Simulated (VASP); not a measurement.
# GaP (R-3m) in VASP: a series of runs, part 2 of 2

VASP 6.6.1.

## Step 6: Single point, LDA (19.64 Å³/atom)

This run uses another cell than the first one, of 19.64 Å³/atom.

INCAR reads:

```
SYSTEM = GaP
PREC     = Accurate       ! precision mode
ENCUT    = 520            ! plane-wave cutoff, eV
EDIFF    = 1E-7           ! SCF threshold, eV
ISMEAR   = 0              ! smearing method
SIGMA    = 0.05           ! smearing width, eV
LREAL    = .False.        ! projectors in reciprocal space
LASPH    = .True.         ! aspherical terms in the spheres
NELM     = 80             ! most SCF steps
ALGO     = Normal         ! electronic algorithm
ISIF     = 2              ! what is computed and relaxed
LWAVE    = .False.        ! write WAVECAR
LCHARG   = .True.         ! write CHGCAR
GGA      = CA             ! functional
LELF     = .True.         ! ELF
LVHAR    = .True.       
NBANDS   = 26             ! bands
```

KPOINTS reads:

```
Automatic mesh
0
Gamma
  9 9 9
  0 0 0
```

POSCAR reads:

```
GaP
1.0
    1.9360138378      1.1177581104      6.0508176487
   -1.9360138378      1.1177581104      6.0508176487
    0.0000000000     -2.2355162208      6.0508176487
Ga P
2 2
Direct
    0.4359784395      0.4359784395      0.4359784395
    0.5640215605      0.5640215605      0.5640215605
    0.0580350955      0.0580350955      0.0580350955
    0.9419649045      0.9419649045      0.9419649045
```

Potentials or basis: VASP PAW LDA potentials, release 64 (Ga_d, P).

Started as:

```bash
> cat potpaw_LDA.64/Ga_d/POTCAR potpaw_LDA.64/P/POTCAR > POTCAR
> mpirun -np 1 vasp_std > vasp.out
```

OUTCAR:

```text
SYSTEM = GaP
   PREC = Accurate
   ENCUT = 520
   EDIFF = 1E-7
   ISMEAR = 0
   LREAL = .False.
   LASPH = .True.
   NELM = 80
   ISIF = 2
   GGA = CA

 ion  position               nearest neighbor table
   1  0.436  0.436  0.436-   2 2.32   3 2.38   3 2.38   3 2.38
   2  0.564  0.564  0.564-   1 2.32   4 2.38   4 2.38   4 2.38
   3  0.058  0.058  0.058-   4 2.11   1 2.38   1 2.38   1 2.38
   4  0.942  0.942  0.942-   3 2.11   2 2.38   2 2.38   2 2.38

  LATTYP: Found a trigonal (rhomboedric) cell.
 ALAT       =     6.4505757101
 COS(alpha) =     0.8198434916

  Lattice vectors:

 A1 = (   1.9360138378,   1.1177581104,   6.0508176487)
 A2 = (  -1.9360138378,   1.1177581104,   6.0508176487)
 A3 = (   0.0000000000,  -2.2355162208,   6.0508176487)

Analysis of symmetry for initial positions (statically):
=====================================================================
 Subroutine PRICEL returns:
 Original cell was already a primitive cell.

 Routine SETGRP: Setting up the symmetry group for a
 trigonal (rhombohedral) supercell.

 Subroutine GETGRP returns: Found 12 space group operations
 (whereof 12 operations were pure point group operations)
 out of a pool of 12 trial point group operations.

The static configuration has the point symmetry D_3d.

Analysis of symmetry for dynamics (positions and initial velocities):
=====================================================================
 Subroutine PRICEL returns:
 Original cell was already a primitive cell.

 Routine SETGRP: Setting up the symmetry group for a
 trigonal (rhombohedral) supercell.

 Subroutine GETGRP returns: Found 12 space group operations
 (whereof 12 operations were pure point group operations)
 out of a pool of 12 trial point group operations.

The dynamic configuration has the point symmetry D_3d.

 Subroutine INISYM returns: Found 12 space group operations
 (whereof 12 operations are pure point group operations),
 and found     1 'primitive' translations

[... 119 lines left out ...]
  volume/ion in A,a.u.               =      19.64       132.54
  Fermi-wavevector in a.u.,A,eV,Ry     =   1.262123  2.385067 21.673473  1.592955
  Thomas-Fermi vector in A             =   2.395548
   LORBIT       =      0    0 simple, 1 ext, 2 COOP (PROOUT), +10 PAW based schemes
   GGA     = CA    functional components
   LHFCALC =     F    Hartree Fock is set to
   AEXX    =    0.0000 exact exchange contribution
   IVDW    =     0    specifies the selected vdW correction
   LEPSILON=     F    determine dielectric tensor
   LRPA    =     F    only Hartree local field effects (RPA)
 non-spin polarized calculation
 Gauss-broadening in eV      SIGMA  =   0.05
  energy-cutoff  :      520.00
  volume of cell :       78.56
 maximum number of plane-waves:      2132
   NGX = 23   NGY = 23   NGZ = 23

 number of electron      35.9999994 magnetization

 Free energy of the ion-electron system (eV)
  ---------------------------------------------------
  ext. energy  EPLUGINS =         0.00000000
  ---------------------------------------------------
  free energy    TOTEN  =       -20.27470598 eV

  energy without entropy =      -20.27470598  energy(sigma->0) =      -20.27470598

 E-fermi :   5.3412     XC(G=0): -10.2925

 val. band max:        5.1222849095   @ k =   0.0000   0.0000   0.0000
 cond. band min:       5.7896706015   @ k =   0.0000   0.0000   0.0000
 fundamental gap:      0.6673856920
 Fermi energy:         5.3411929721

 k-point     1 :       0.0000    0.0000    0.0000
  band No.  band energies     occupation
      1      -9.9677      2.00000
      2      -9.7592      2.00000
      3      -9.7592      2.00000
      4      -9.7095      2.00000
      5      -9.7095      2.00000
      6      -9.6514      2.00000
[... 685 lines left out ...]
     25      13.7282      0.00000
     26      14.8617      0.00000

 [... further k-points ...]

------------------------ aborting loop because EDIFF is reached ----------------------------------------

  FORCE on cell =-STRESS in cart. coord.  units (eV):
  Direction    XX          YY          ZZ          XY          YZ          ZX
  --------------------------------------------------------------------------------------
  -------------------------------------------------------------------------------------
  Total       -1.7342225     -1.7342225      5.0626792      0.0000000      0.0000000      0.0000000
  in kB      -35.3666405    -35.3666405    103.2450859      0.0000000      0.0000000      0.0000000
  external PRESSURE =      10.8372683 kB  Pullay stress =       0.0000000 kB

 VOLUME and BASIS-vectors are now :
 -----------------------------------------------------------------------------
  energy-cutoff  :      520.00
  volume of cell :       78.56
      direct lattice vectors                 reciprocal lattice vectors
     1.936013838  1.117758110  6.050817649     0.258262617  0.149107991  0.055088974
    -1.936013838  1.117758110  6.050817649    -0.258262617  0.149107991  0.055088974
     0.000000000 -2.235516221  6.050817649     0.000000000 -0.298215983  0.055088974

 POSITION                                       TOTAL-FORCE (eV/Angst)
 -----------------------------------------------------------------------------------
      0.00000      0.00000      7.91408         0.000000     -0.000000     -0.563350
      0.00000      0.00000     10.23837         0.000000     -0.000000      0.563350
      0.00000      0.00000      1.05348         0.000000     -0.000000      0.965275
      0.00000      0.00000     17.09897         0.000000      0.000000     -0.965275
 -----------------------------------------------------------------------------------
    total drift:                                0.000000      0.000000      0.000000

  FREE ENERGIE OF THE ION-ELECTRON SYSTEM (eV)
  ---------------------------------------------------
  free  energy   TOTEN  =       -20.2747059802 eV

  energy  without entropy=      -20.2747059802  energy(sigma->0) =      -20.27470598
```

OSZICAR:

```text
N       E                     dE             d eps       ncg     rms          rms(c)
DAV:   1     0.234537670148E+03    0.23454E+03   -0.17074E+04  4490   0.205E+03
DAV:   2     0.717378339408E+01   -0.22736E+03   -0.21882E+03  4748   0.440E+02
DAV:   3    -0.198910230864E+02   -0.27065E+02   -0.26706E+02  5626   0.122E+02
DAV:   4    -0.207543520319E+02   -0.86333E+00   -0.86081E+00  5224   0.222E+01
DAV:   5    -0.207772794971E+02   -0.22927E-01   -0.22903E-01  5890   0.338E+00    0.727E+00
DAV:   6    -0.203876512607E+02    0.38963E+00   -0.41952E-01  6238   0.967E+00    0.433E+00
DAV:   7    -0.202772781468E+02    0.11037E+00   -0.33952E-01  4982   0.318E+00    0.970E-01
DAV:   8    -0.202750515779E+02    0.22266E-02   -0.33863E-02  5130   0.187E+00    0.300E-01
DAV:   9    -0.202747168311E+02    0.33475E-03   -0.45920E-03  5892   0.680E-01    0.135E-01
DAV:  10    -0.202746919207E+02    0.24910E-04   -0.50073E-04  5240   0.208E-01    0.402E-02
DAV:  11    -0.202747042416E+02   -0.12321E-04   -0.46845E-05  5420   0.495E-02    0.213E-02
DAV:  12    -0.202747060538E+02   -0.18122E-05   -0.42361E-06  6106   0.181E-02    0.928E-03
DAV:  13    -0.202747059802E+02    0.73537E-07   -0.55061E-07  5434   0.641E-03
   1 F= -.20274706E+02 E0= -.20274706E+02  d E =-.366530E-12
```

It took 3.5 min on 1 thread of AMD EPYC 9R45 (Zen 5), shared host; peak memory 0.31 GiB.

Results:

```yaml
Free_energy: -20.2747 eV
Pressure: 1.1 GPa
Largest_force: 0.965 eV/Å
Band_gap_on_the_k_mesh: 0.67 eV
```

Forces on the atoms (eV/Å):
```
Ga   0.000  0.000 -0.563
Ga   0.000  0.000  0.563
P    0.000  0.000  0.965
P    0.000  0.000 -0.965
```

Stress tensor (GPa, compression positive):
```
-3.54  0.00  0.00
 0.00 -3.54  0.00
 0.00  0.00 10.32
```

Caveat: the stress differs along the axes, from -4 to 10 GPa; semilocal functionals underestimate gaps, and a narrow one can read as zero.

## Step 7: Overview

| cell | gap on the mesh (eV) | pressure (GPa) | largest force (eV/Å) |
| --- | --- | --- | --- |
| a = 6.563 Å, angles 34.9°, 4 atoms | 0.58 | -3.0 | 0.68 |
| a = 6.352 Å, angles 36.9°, 4 atoms | 0.12 | -0.9 | 1.92 |
| a = 6.611 Å, angles 33.0°, 4 atoms | 0.71 | 2.5 | 0.02 |
| a = 6.903 Å, angles 31.3°, 4 atoms | 0.52 | 0.2 | 0.67 |
| a = 6.451 Å, angles 34.9°, 4 atoms | 0.67 | 1.1 | 0.97 |

Alike in all rows: task single point; level LDA; potentials or basis VASP PAW LDA potentials, release 64 (Ga_d, P); no spin polarisation; k mesh 9 × 9 × 9; cutoff (eV) 520; smearing gaussian 0.05 eV.

Caveats: semilocal functionals underestimate gaps, and a narrow one can read as zero; the stress differs along the axes, from -7 to 5 GPa (at least some runs); the stress differs along the axes, from -9 to 16 GPa (at least some runs); forces of over 1 eV/Å act on the atoms, so gaps and moduli don't describe the material at rest (at least some runs); the stress differs along the axes, from -8 to 4 GPa (at least some runs); the stress differs along the axes, from -4 to 10 GPa (at least some runs).

Total energies depend on the potentials used, so only differences within one code and one set of settings carry meaning.
